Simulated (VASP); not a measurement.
Here is a VASP 6.6.1 calculation.

File INCAR:

```
  PREC = Accurate
  ENCUT = 600
  EDIFF = 1E-7
  ISMEAR = -1
  SIGMA = 0.05
  LREAL = F
  LASPH = T
  NELM = 100
  ALGO = Normal
  ISIF = 3
  LWAVE = F
  LCHARG = F
  IBRION = 2
  NSW = 80
  EDIFFG = -0.005
  PSTRESS = 100.0
```

File KPOINTS:

```
regular mesh
0
Gamma
  7 7 7
```

Contents of POSCAR:

```
Pb
1.0
    0.0000000000      3.4390000555      3.4390000555
    3.4390000555      0.0000000000      3.4390000555
    3.4390000555      3.4390000555      0.0000000000
Pb
2
Direct
    0.2500000000      0.2500000000      0.2500000000
    0.0000000000      0.0000000000      0.0000000000
```

Potentials or basis: VASP PAW LDA potentials, release 64 (Pb_d).

Launch:

```console
$ cat potpaw_LDA.64/Pb_d/POTCAR > POTCAR
$ mpirun -np 1 vasp_std > vasp.out
```

(1) Estimate the band gap on the k mesh.

(2) What does it give for the relaxed volume?

(3) Predict the space group after relaxing (to 0.1 Å).

(4) Predict the relaxed cell.

Answers

(1) zero (bands 14 and 15 overlap by 1.33 eV).

(2) 33.07 Å³/atom.

(3) Fd-3m (No. 227).

(4) a = 4.539 Å, b = 4.539 Å, c = 4.539 Å, α = 60.00°, β = 60.00°, γ = 60.00°.

Caveat: the cell is relaxed towards a set pressure, so the run minimises the enthalpy, not the energy; the volume moved by over 15 % at a fixed basis, so the end points are rough; spin-orbit coupling is left out, which moves the levels of the heavy elements.
